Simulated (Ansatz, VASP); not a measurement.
**One calculation of Sc, two programs**

File INCAR:

```
ALGO = Normal ; EDIFF = 1E-6
ENCUT = 520 ; GGA = PS
ISIF = 2 ; ISMEAR = 1
LASPH = T ; LCHARG = F
LREAL = F ; LWAVE = F
NBANDS = 12 ; NELM = 100
PREC = Accurate ; SIGMA = 0.1
```

The input KPOINTS:

```
k-points
0
Gamma
  10 10 10
```

POSCAR

```
Sc
1.0
   -1.8790000000      1.8790000000      2.3805000000
    1.8790000000     -1.8790000000      2.3805000000
    1.8790000000      1.8790000000     -2.3805000000
Sc
1
Direct
    0.0000000000      0.0000000000      0.0000000000
```

Input for Ansatz:

```yaml
crystal:
  lattice:
    - [-1.879, 1.879, 2.3805]
    - [1.879, -1.879, 2.3805]
    - [1.879, 1.879, -2.3805]
  atoms:
    - { symbol: Sc, position: [0.0, 0.0, 0.0] }
kpoints:
  mp_grid:
    grid: [10, 10, 10]
hamiltonian:
  xc: pbesol
  pseudopotentials:
    kind: paw
scf:
  occupations:
    method: cold
    width: 0.1
output:
  forces: true
  stress: true
  eigenvalues: true
```

Alike in both runs: task single point; functional PBEsol; k mesh 10 × 10 × 10; no spin polarisation.

|  | VASP | Ansatz |
| --- | --- | --- |
| version | VASP 6.6.1 | Ansatz 0.2.0 |
| potentials or method | VASP PAW PBE potentials, release 64 (Sc_sv) | plane waves, PAW |
| plane-wave cutoff (eV) | 520 | 420 |
| occupations | methfessel-paxton of order 1, width 0.1 eV | cold, width 0.1 eV |
| valence electrons in the cell | 11 | 11 |

Ansatz gave:

```
gap on the k mesh at the Fermi level (eV)                     : none
pressure (GPa)                                                : -10.7
traceless stress, the component that is largest in VASP (GPa) : 1.06
```

Which values does VASP return?

gap on the k mesh at the Fermi level (eV): none; pressure (GPa): -10.7; traceless stress, the component that is largest in VASP (GPa): 1.12.

VASP's potentials were made for PBE, not for PBEsol. A gap of «none» marks a metal or a gap that the smearing closes.
